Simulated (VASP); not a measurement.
Set up this calculation in VASP 6.6.1, as the native input.

* Task: single point
* Functional: PBE
* Potentials or basis: VASP PAW PBE potentials, release 64 (Li_sv, F)
* Cutoff: 520 eV
* k mesh: 10 × 10 × 10
* Occupations: gaussian, width 0.02 eV
* Spin: no spin polarisation
* Dipole correction: no
* Further INCAR settings: ALGO = Normal; EDIFF = 1e-06; NBANDS = 12

The structure of LiF lies in POSCAR:

```
LiF
1.0
    0.0000000000      1.9926939527      1.9926939527
    1.9926939527      0.0000000000      1.9926939527
    1.9926939527      1.9926939527      0.0000000000
Li F
1 1
Direct
    0.5000000000      0.5000000000      0.5000000000
    0.0000000000      0.0000000000      0.0000000000
```

The input as run:

INCAR

```
PREC = Accurate ; ENCUT = 520
EDIFF = 1E-6 ; ISMEAR = 0
SIGMA = 0.02 ; LREAL = F
LASPH = T ; NELM = 60
ALGO = Normal ; ISIF = 2
LWAVE = F ; LCHARG = T
GGA = PE ; LELF = T
LVHAR = T ; NBANDS = 12
```

KPOINTS

```
regular mesh
0
Gamma
  10 10 10
```

Potentials or basis: VASP PAW PBE potentials, release 64 (Li_sv, F).

Command:

```bash
$ cat potpaw_PBE.64/Li_sv/POTCAR potpaw_PBE.64/F/POTCAR > POTCAR
$ mpirun -np 1 vasp_std > vasp.out
```

Results of the run:

- Band gap on the k mesh: 9.38 eV

Run time: 6.2 s on 1 thread of AMD EPYC 9R45 96-Core Processor (Zen 5) (shared host), peak memory 0.1 GiB.
